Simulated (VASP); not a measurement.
Set up this calculation in VASP 6.6.1, as the native input.

```yaml
Task: single point
Functional: PBEsol
Potentials_or_basis: VASP PAW PBE potentials, release 64 (B, P)
Cutoff: 520 eV
k_mesh: 12 × 12 × 12
Occupations: gaussian, width 0.05 eV
Spin: no spin polarisation
Dipole_correction: no
Further_INCAR_settings: ALGO = Normal; EDIFF = 1e-06; NBANDS = 11
```

The structure of BP lies in POSCAR:

```
BP
1.0
    0.0000000000      2.2426145337      2.1760280746
    2.1760280746      0.0000000000      2.1760280746
    2.1760280746      2.2426145337      0.0000000000
B P
1 1
Direct
    0.0000000000      0.0000000000      0.0000000000
    0.7500000000      0.7500000000      0.7500000000
```

This cell differs from its parent crystal: volume 10.619 Å^3 an atom, c/a of the conventional cell 1.0306.

These files were run (other wordings do the same):

INCAR

```
ALGO     = Normal         # electronic algorithm
EDIFF    = 1E-6           # SCF threshold, eV
ENCUT    = 520            # plane-wave cutoff, eV
GGA      = PS             # functional
ISIF     = 2              # what is computed and relaxed
ISMEAR   = 0              # smearing method
LASPH    = True           # aspherical terms in the spheres
LCHARG   = False          # write CHGCAR
LREAL    = False          # projectors in reciprocal space
LWAVE    = False          # write WAVECAR
NBANDS   = 11             # bands
NELM     = 100            # most SCF steps
PREC     = Accurate       # precision mode
SIGMA    = 0.05           # smearing width, eV
```

KPOINTS

```
k-points
0
Gamma
  12 12 12
```

Potentials or basis: VASP PAW PBE potentials, release 64 (B, P).

The run is started by

```bash
$ cat potpaw_PBE.64/B/POTCAR potpaw_PBE.64/P/POTCAR > POTCAR
$ mpirun -np 1 vasp_std > vasp.out
```

It gave:

```yaml
Pressure: 16.6 GPa
Band_gap_on_the_k_mesh: 0.75 eV, indirect (least direct gap 3.36 eV)
```

Caveat: the PAW data sets were made with another functional, which shifts forces and pressure a little.

It took 36 s on 1 thread of Intel Xeon 8259CL (shared host), peak memory 0.16 GiB.
